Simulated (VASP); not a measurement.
Set up this calculation in VASP 6.6.1, as the native input.

| Item | Value |
| --- | --- |
| Task | single point |
| Functional | PBEsol |
| Potentials or basis | VASP PAW PBE potentials, release 64 (Pt, S) |
| Cutoff | 520 eV |
| k mesh | 12 × 12 × 8 |
| Occupations | gaussian, width 0.05 eV |
| Spin | no spin polarisation |
| Dipole correction | no |
| Further INCAR settings | ALGO = Normal; EDIFF = 1e-07; NBANDS = 18 |

The structure of PtS2 lies in POSCAR:

```
PtS2
1.0
    3.6317794627      0.0000000000      0.0000000000
   -1.8158897313      3.1452132756      0.0000000000
    0.0000000000      0.0000000000      5.2907400000
Pt S
1 2
Direct
    0.0000000000      0.0000000000      0.0000000000
    0.3333333333      0.6666666667      0.2500000000
    0.6666666667      0.3333333333      0.7500000000
```

This cell differs from its parent crystal: strain +0.025 along x and y, +0.050 along z.

The input as run:

INCAR

```
SYSTEM = PtS2
PREC = Accurate ; ENCUT = 520
EDIFF = 1E-7 ; ISMEAR = 0
SIGMA = 0.05 ; LREAL = .FALSE.
LASPH = .TRUE. ; NELM = 60
ALGO = Normal ; ISIF = 2
LWAVE = .FALSE. ; LCHARG = .FALSE.
GGA = PS ; NBANDS = 18
```

KPOINTS

```
Automatic mesh
0
G
  12 12 8
  0 0 0
```

Potentials or basis: VASP PAW PBE potentials, release 64 (Pt, S).

The run is started by

```console
$ cat potpaw_PBE.64/Pt/POTCAR potpaw_PBE.64/S/POTCAR > POTCAR
$ mpirun -np 1 vasp_std > vasp.out
```

Results of the run:

```yaml
Pressure: -12.9 GPa
Largest_force: 1.653 eV/Å
Band_gap_on_the_k_mesh: 0.46 eV, indirect (least direct gap 0.71 eV)
```

Caveat: the cell differs from its parent crystal (strain +0.025 along x and y, +0.050 along z); the PAW data sets were made with another functional, which shifts forces and pressure a little; spin-orbit coupling is left out, which moves the levels of the heavy elements.

Wall time 93 s on 1 thread of AMD EPYC 9R45 (Zen 5) (shared host), peak memory 0.24 GiB.
